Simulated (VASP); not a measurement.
# Al (Fm-3m) in VASP: a series of runs

The runs below take Al through single point, with PBE+D3(BJ).

Everything below comes from runs of VASP 6.6.1. Logs are shortened: lines on timing, memory, paths and dates and some standing lists are left out, and cuts for length are marked.

## Step 1: The cell of the first run

Symmetry: Fm-3m, No. 225, cubic system. The conventional cell has a = 4.048 Å, b = 4.048 Å, c = 4.048 Å, α = 90.00°, β = 90.00°, γ = 90.00°. Within 3.8 Å of Al (site symmetry m-3m) lie 12 Al at 2.86 Å.

## Step 2: Single point, PBE+D3(BJ)

File INCAR:

```
PREC     = Accurate       # precision mode
ENCUT    = 520            # plane-wave cutoff, eV
EDIFF    = 1E-6           # SCF threshold, eV
ISMEAR   = 0              # smearing method
SIGMA    = 0.1            # smearing width, eV
LREAL    = F              # projectors in reciprocal space
LASPH    = T              # aspherical terms in the spheres
NELM     = 80             # most SCF steps
ALGO     = Normal         # electronic algorithm
ISIF     = 2              # what is computed and relaxed
LWAVE    = F              # write WAVECAR
LCHARG   = F              # write CHGCAR
GGA      = PE             # functional
IVDW     = 12             # dispersion correction
NBANDS   = 8              # bands
```

File KPOINTS:

```
regular mesh
0
Gamma
  8 8 8
```

File POSCAR:

```
Al
1.0
    0.0000000000      2.0239800000      2.0239800000
    2.0239800000      0.0000000000      2.0239800000
    2.0239800000      2.0239800000      0.0000000000
Al
1
Direct
    0.0000000000      0.0000000000      0.0000000000
```

Potentials or basis: VASP PAW PBE potentials, release 64 (Al).

The run is started by

```console
$ cat potpaw_PBE.64/Al/POTCAR > POTCAR
$ mpirun -np 1 vasp_std > vasp.out
```

OUTCAR:

```text
PREC = Accurate
   ENCUT = 520
   EDIFF = 1E-6
   ISMEAR = 0
   LREAL = F
   LASPH = T
   NELM = 80
   ISIF = 2
   GGA = PE
   IVDW = 12
 IVDW          = 12

 ion  position               nearest neighbor table
   1  0.000  0.000  0.000-

  LATTYP: Found a face centered cubic cell.
 ALAT       =     4.0479600000

  Lattice vectors:

 A1 = (   0.0000000000,   2.0239800000,   2.0239800000)
 A2 = (   2.0239800000,   0.0000000000,   2.0239800000)
 A3 = (   2.0239800000,   2.0239800000,   0.0000000000)

Analysis of symmetry for initial positions (statically):
=====================================================================
 Subroutine PRICEL returns:
 Original cell was already a primitive cell.

 Routine SETGRP: Setting up the symmetry group for a
 face centered cubic supercell.

 Subroutine GETGRP returns: Found 48 space group operations
 (whereof 48 operations were pure point group operations)
 out of a pool of 48 trial point group operations.

The static configuration has the point symmetry O_h .

Analysis of symmetry for dynamics (positions and initial velocities):
=====================================================================
 Subroutine PRICEL returns:
 Original cell was already a primitive cell.

 Routine SETGRP: Setting up the symmetry group for a
 face centered cubic supercell.

 Subroutine GETGRP returns: Found 48 space group operations
 (whereof 48 operations were pure point group operations)
 out of a pool of 48 trial point group operations.

The dynamic configuration has the point symmetry O_h .

 Subroutine INISYM returns: Found 48 space group operations
 (whereof 48 operations are pure point group operations),
 and found     1 'primitive' translations

----------------------------------------------------------------------------------------

                                     Primitive cell

  volume of cell :      16.5824

  direct lattice vectors                    reciprocal lattice vectors
     0.000000000  2.023980000  2.023980000    -0.247038014  0.247038014  0.247038014
     2.023980000  0.000000000  2.023980000     0.247038014 -0.247038014  0.247038014
     2.023980000  2.023980000  0.000000000     0.247038014  0.247038014 -0.247038014

  length of vectors
     2.862339966  2.862339966  2.862339966     0.427882392  0.427882392  0.427882392

  position of ions in fractional coordinates (direct lattice)
     0.000000000  0.000000000  0.000000000

  ion indices of the primitive-cell ions
   primitive index   ion index
                 1           1

----------------------------------------------------------------------------------------

 KPOINTS: regular mesh

Automatic generation of k-mesh.
 Grid dimensions read from file:
 generate k-points for:    8    8    8

 Generating k-lattice:

  Cartesian coordinates                     Fractional coordinates (reciprocal lattice)
    -0.030879752  0.030879752  0.030879752     0.125000000  0.000000000  0.000000000
     0.030879752 -0.030879752  0.030879752     0.000000000  0.125000000  0.000000000
     0.030879752  0.030879752 -0.030879752     0.000000000  0.000000000  0.125000000

  Length of vectors
     0.053485299  0.053485299  0.053485299

  Shift w.r.t. Gamma in fractional coordinates (k-lattice)
     0.000000000  0.000000000  0.000000000

 Subroutine IBZKPT returns following result:
 ===========================================

 Found     29 irreducible k-points:

 Following reciprocal coordinates:
            Coordinates               Weight
  0.000000  0.000000  0.000000      1.000000
  0.125000  0.000000  0.000000      8.000000
  0.250000  0.000000  0.000000      8.000000
  0.375000  0.000000  0.000000      8.000000
  0.500000  0.000000  0.000000      4.000000
  0.125000  0.125000  0.000000      6.000000
[... 16 lines left out ...]
  0.500000  0.250000  0.125000     48.000000
 -0.375000  0.250000  0.125000     24.000000
 [... further k-points ...]
   k-points           NKPTS =     29   k-points in BZ     NKDIM =     29   number of bands    NBANDS=      8
   number of dos      NEDOS =    301   number of ions     NIONS =      1
   total plane-waves  NPLWV =  13824
   dimension x,y,z NGX =    24 NGY =   24 NGZ =   24
   dimension x,y,z NGXF=    48 NGYF=   48 NGZF=   48
   ions per type =               1
   NGX,Y,Z   is equivalent  to a cutoff of  13.94, 13.94, 13.94 a.u.
   NGXF,Y,Z  is equivalent  to a cutoff of  27.88, 27.88, 27.88 a.u.
 SYSTEM =  unknown system
   PREC   = accura    normal or accurate (medium, high low for compatibility)
   ISTART =      0    job   : 0-new  1-cont  2-samecut
   ICHARG =      2    charge: 1-file 2-atom 10-const
   ISPIN  =      1    spin polarized calculation?
   LNONCOLLINEAR =      F non collinear calculations
   LSORBIT =      F    spin-orbit coupling
   LASPH  =      T    aspherical Exc in radial PAW
   ENCUT  =  520.0 eV  38.22 Ry    6.18 a.u.   5.32  5.32  5.32*2*pi/ulx,y,z
   NELM   =     80;   NELMIN=  2; NELMDL= -5     # of ELM steps
   EDIFF  = 0.1E-05   stopping-criterion for ELM
   LREAL  =      F    real-space projection
   EDIFFG = 0.1E-04   stopping-criterion for IOM
   NSW    =      0    number of steps for IOM
   IBRION =     -1    ionic relax: 0-MD 1-quasi-New 2-CG
   NFREE  =      0    steps in history (QN), initial steepest desc. (CG)
   ISIF   =      2    stress and relaxation
   ISYM   =      2    0-nonsym 1-usesym 2-fastsym
   POTIM  = 0.5000    time-step for ionic-motion
   TEBEG  =    0.0;   TEEND  =   0.0 temperature during run
   PSTRESS=    0.0 pullay stress
   NELECT =       3.0000    total number of electrons
   NUPDOWN=      -1.0000    fix difference up-down
   EMIN   =  10.00;   EMAX   =-10.00  energy-range for DOS
   EFERMI =   0.00;   METHOD = LEGACY
   ISMEAR =     0;   SIGMA  =   0.10  broadening in eV -4-tet -1-fermi 0-gaus
   EFERMI_NEDOS =   21; number of points for ismear=-14 and -15
   IALGO  =     38    algorithm
   IMIX   =      4    mixing-type and parameters
     AMIX     =   0.40;   BMIX     =  1.00
     AMIX_MAG =   1.60;   BMIX_MAG =  1.00
  volume/ion in A,a.u.               =      16.58       111.90
  Fermi-wavevector in a.u.,A,eV,Ry     =   0.925903  1.749704 11.664236  0.857297
  Thomas-Fermi vector in A             =   2.051808
   LORBIT       =      0    0 simple, 1 ext, 2 COOP (PROOUT), +10 PAW based schemes
   GGA     = PE    functional components
   LHFCALC =     F    Hartree Fock is set to
   AEXX    =    0.0000 exact exchange contribution
   IVDW    =    12    specifies the selected vdW correction
   LEPSILON=     F    determine dielectric tensor
   LRPA    =     F    only Hartree local field effects (RPA)
 non-spin polarized calculation
 Gauss-broadening in eV      SIGMA  =   0.10
  energy-cutoff  :      520.00
  volume of cell :       16.58
 maximum number of plane-waves:       459
 NGX is ok and might be reduce to    24
   NGX = 11   NGY = 11   NGZ = 11

 number of electron       3.0000000 magnetization

 Free energy of the ion-electron system (eV)
  ---------------------------------------------------
  ext. energy  EPLUGINS =         0.00000000
  ---------------------------------------------------
  free energy    TOTEN  =        -3.74149527 eV

  energy without entropy =       -3.73838147  energy(sigma->0) =       -3.73993837

 E-fermi :   8.0085     XC(G=0): -10.1775

 val. band max:        7.6293244471   @ k =  -0.2500   0.3750   0.1250
 cond. band min:       8.0849194953   @ k =   0.5000   0.2500   0.1250
 fundamental gap:      0.4555950482
 Fermi energy:         8.0084900029

 k-point     1 :       0.0000    0.0000    0.0000
  band No.  band energies     occupation
      1      -3.1506      2.00000
      2      20.5414      0.00000
      3      20.5414      0.00000
      4      20.5414      0.00000
      5      21.9960      0.00000
      6      21.9960      0.00000
      7      21.9960      0.00000
      8      24.3806      0.00000

 k-point     2 :       0.1250    0.0000    0.0000
  band No.  band energies     occupation
      1      -2.7277      2.00000
      2      16.2414      0.00000
      3      19.5888      0.00000
      4      19.5888      0.00000
      5      22.6159      0.00000
      6      23.5430      0.00000
      7      23.5430      0.00000
      8      25.5682      0.00000

 k-point     3 :       0.2500    0.0000    0.0000
  band No.  band energies     occupation
      1      -1.4665      2.00000
      2      11.3789      0.00000
      3      18.8215      0.00000
      4      18.8215      0.00000
      5      22.2583      0.00000
      6      22.6596      0.00000
      7      22.6596      0.00000
      8      26.6522      0.00000

 k-point     4 :       0.3750    0.0000    0.0000
  band No.  band energies     occupation
      1       0.6114      2.00000
      2       7.0852      2.00000
      3      18.7297      0.00000
      4      18.7297      0.00000
      5      20.6744      0.00000
      6      20.6744      0.00000
      7      22.3309      0.00000
      8      24.5933      0.00000

 k-point     5 :       0.5000    0.0000    0.0000
  band No.  band energies     occupation
      1       3.3759      2.00000
      2       3.5771      2.00000
      3      19.3074      0.00000
      4      19.3074      0.00000
      5      19.3868      0.00000
      6      19.3868      0.00000
      7      23.0428      0.00000
      8      23.1675      0.00000
[... 177 lines left out ...]
 k-point    22 :       0.3750    0.2500    0.1250
  band No.  band energies     occupation
      1      -0.3548      2.00000
      2      11.7905      0.00000
      3      13.1869      0.00000
      4      16.7019      0.00000
      5      20.0586      0.00000
      6      21.8231      0.00000
      7      24.8472      0.00000
      8      28.1773      0.00000

 k-point    23 :       0.5000    0.2500    0.1250
  band No.  band energies     occupation
      1       1.7057      2.00000
      2       8.0849      0.27975
      3      12.5128      0.00000
      4      14.5687      0.00000
      5      20.6816      0.00000
      6      22.7672      0.00000
      7      24.8966      0.00000
      8      28.8559      0.00000

 k-point    24 :      -0.3750    0.2500    0.1250
  band No.  band energies     occupation
      1       4.4192      2.00000
      2       4.6669      2.00000
      3      12.9106      0.00000
      4      13.3744      0.00000
      5      21.2048      0.00000
      6      21.6385      0.00000
      7      28.1921      0.00000
      8      28.4984      0.00000

 [... further k-points ...]

------------------------ aborting loop because EDIFF is reached ----------------------------------------

 Edisp (eV)   -0.33459

 E8    (eV) :    -0.1496

  FORCE on cell =-STRESS in cart. coord.  units (eV):
  Direction    XX          YY          ZZ          XY          YZ          ZX
  --------------------------------------------------------------------------------------
  -------------------------------------------------------------------------------------
  Total      -0.38523    -0.38523    -0.38523    -0.00000    -0.00000     0.00000
  in kB     -37.22035   -37.22035   -37.22035    -0.00000    -0.00000     0.00000
  external pressure =      -37.22 kB  Pullay stress =        0.00 kB

 VOLUME and BASIS-vectors are now :
 -----------------------------------------------------------------------------
  energy-cutoff  :      520.00
  volume of cell :       16.58
      direct lattice vectors                 reciprocal lattice vectors
     0.000000000  2.023980000  2.023980000    -0.247038014  0.247038014  0.247038014
     2.023980000  0.000000000  2.023980000     0.247038014 -0.247038014  0.247038014
     2.023980000  2.023980000  0.000000000     0.247038014  0.247038014 -0.247038014

 POSITION                                       TOTAL-FORCE (eV/Angst)
 -----------------------------------------------------------------------------------
      0.00000      0.00000      0.00000         0.000000      0.000000      0.000000
 -----------------------------------------------------------------------------------
    total drift:                               -0.000000     -0.000000     -0.000000

  FREE ENERGIE OF THE ION-ELECTRON SYSTEM (eV)
  ---------------------------------------------------
  free  energy   TOTEN  =        -4.0760828935 eV

  energy  without entropy=       -4.0729690928  energy(sigma->0) =       -4.07452599
```

Run time: 7.1 s. Hardware: 1 thread of Intel Xeon 8259CL, shared host; peak memory 0.14 GiB.

Results:

```
Free energy                : -4.0761 eV
Pressure                   : -3.7 GPa
Band gap on the k mesh     : zero (an odd number of electrons rules out a gap without spin polarisation)
Dispersion energy per atom : -0.335 eV
```

Levels at points of the mesh, in eV from the Fermi level:
| k point | band 1 | band 2 | band 3 | band 4 | band 5 |
| --- | --- | --- | --- | --- | --- |
| (0.00, 0.00, 0.00) | -11.16 | 12.53 | 12.53 | 12.53 | 13.99 |
| (0.50, 0.00, 0.00) | -4.63 | -4.43 | 11.30 | 11.30 | 11.38 |
| (0.50, 0.50, 0.00) | -2.97 | -1.66 | 5.20 | 5.51 | 5.51 |

Caveat: the cell stands under tension.

## Step 3: Single point, PBE+D3(BJ)

This run uses another cell than the first one, of 15.79 Å³/atom.

File INCAR:

```
PREC     = Accurate       # precision mode
ENCUT    = 520            # plane-wave cutoff, eV
EDIFF    = 1E-7           # SCF threshold, eV
ISMEAR   = 0              # smearing method
SIGMA    = 0.1            # smearing width, eV
LREAL    = False          # projectors in reciprocal space
LASPH    = True           # aspherical terms in the spheres
NELM     = 80             # most SCF steps
ALGO     = Fast           # electronic algorithm
ISIF     = 2              # what is computed and relaxed
LWAVE    = False          # write WAVECAR
LCHARG   = False          # write CHGCAR
GGA      = PE             # functional
IVDW     = 12             # dispersion correction
NBANDS   = 8              # bands
```

File KPOINTS:

```
regular mesh
0
Gamma
  18 18 18
```

File POSCAR:

```
Al
1.0
    0.0000000000      1.9913628292      1.9913628292
    1.9913628292      0.0000000000      1.9913628292
    1.9913628292      1.9913628292      0.0000000000
Al
1
Direct
    0.0000000000      0.0000000000      0.0000000000
```

Potentials or basis: VASP PAW PBE potentials, release 64 (Al).

The run is started by

```console
$ cat potpaw_PBE.64/Al/POTCAR > POTCAR
$ mpirun -np 1 vasp_std > vasp.out
```

Wall time 35 s (1 thread of Intel Xeon 8259CL, shared host); peak memory 0.15 GiB.

The run converged. Its results:

| Quantity | Value |
| --- | --- |
| Free energy | -4.0888 eV |
| Pressure | -0.1 GPa |
| Band gap on the k mesh | zero (an odd number of electrons rules out a gap without spin polarisation) |
| Dispersion energy per atom | -0.352 eV |

Levels at points of the mesh, in eV from the Fermi level:
| k point | band 1 | band 2 | band 3 | band 4 | band 5 | band 6 |
| --- | --- | --- | --- | --- | --- | --- |
| (0.00, 0.00, 0.00) | -11.44 | 12.87 | 12.87 | 12.87 | 14.70 | 14.70 |
| (0.50, 0.00, 0.00) | -4.76 | -4.43 | 11.67 | 11.67 | 11.89 | 11.89 |
| (0.50, 0.50, 0.00) | -3.02 | -1.61 | 5.27 | 5.81 | 5.81 | 9.50 |
